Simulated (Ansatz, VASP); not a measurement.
This is a calculation of Ge for Ansatz 0.2.0.

File input.yaml:

```yaml
crystal:
  lattice:
    - [0.0, 2.82891, 2.82891]
    - [2.82891, 0.0, 2.82891]
    - [2.82891, 2.82891, 0.0]
  atoms:
    - { symbol: Ge, position: [0.75, 0.75, 0.75] }
    - { symbol: Ge, position: [0.5, 0.5, 0.5] }
kpoints:
  mp_grid: { grid: [8, 8, 8] }
scf:
  occupations: { method: fermi_dirac, width: 0.05 }
hamiltonian:
  xc: revpbe
  pseudopotentials: { kind: all_electron, lapw: { basis_error: 0.001 } }
output:
  forces: true
  stress: true
relax:
  f_tol: 0.02
  max_steps: 60
  cell: {}
```

Potentials or basis: all-electron LAPW, scalar-relativistic.

Launch:

```bash
$ ansatz run input.yaml --threads 1 --pin off --max-ram 3072MiB --backend cpu --events-out ev --progress --plain --runs-dir out
```

Q: Set up the same calculation for VASP 6.6.1. Potentials there: VASP PAW PBE potentials, release 64 (Ge_d).

A: As run (the cutoff follows the program's own potentials):

File INCAR:

```
PREC = Accurate ; ENCUT = 600
EDIFF = 1E-6 ; ISMEAR = -1
SIGMA = 0.05 ; LREAL = F
LASPH = T ; NELM = 80
ALGO = Normal ; ISIF = 3
LWAVE = F ; LCHARG = F
GGA = RE ; IBRION = 2
NSW = 80 ; EDIFFG = -0.02
```

File KPOINTS:

```
Automatic mesh
0
Gamma
  8 8 8
```

Contents of POSCAR:

```
Ge
1.0
    0.0000000000      2.8289100000      2.8289100000
    2.8289100000      0.0000000000      2.8289100000
    2.8289100000      2.8289100000      0.0000000000
Ge
2
Direct
    0.7500000000      0.7500000000      0.7500000000
    0.5000000000      0.5000000000      0.5000000000
```

Potentials or basis: VASP PAW PBE potentials, release 64 (Ge_d).

Command:

```bash
$ cat potpaw_PBE.64/Ge_d/POTCAR > POTCAR
$ mpirun -np 1 vasp_std > vasp.out
```

Both were run:

|  | VASP | Ansatz | Ansatz less VASP |
| --- | --- | --- | --- |
| relaxed volume (Å³/atom) | 24.39 | 24.40 | +0.013 |
| relaxed cell length with the largest relative difference (Å) | 4.101 | 4.102 | +0.0007 |

VASP's potentials were made for PBE, not for revPBE. Ansatz ran all-electron here, and VASP with PAW potentials.
